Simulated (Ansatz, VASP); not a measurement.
## One calculation of Se, two programs

```
Se
1.0
     0.00000    2.04526    2.04526
     2.04526    0.00000    2.04526
     2.04526    2.04526    0.00000
Se
1
Cartesian
  0.0000 0.0000 0.0000
```

Change from the starting cell: volume scaled by 0.84, LAPW.

Alike in both runs: task single point; functional PBE; k mesh 15 × 15 × 15; occupations fermi-dirac, width 0.05 eV; no spin polarisation.

|  | VASP | Ansatz |
| --- | --- | --- |
| version | VASP 6.6.1 | Ansatz 0.2.0 |
| potentials or method | VASP PAW PBE potentials, release 64 (Se), cutoff 520 eV | all-electron LAPW, scalar-relativistic |

|  | VASP | Ansatz | Ansatz less VASP |
| --- | --- | --- | --- |
| pressure (GPa) | 18.2 | 18.2 | -0.07 |

Ansatz ran all-electron here, and VASP with PAW potentials.
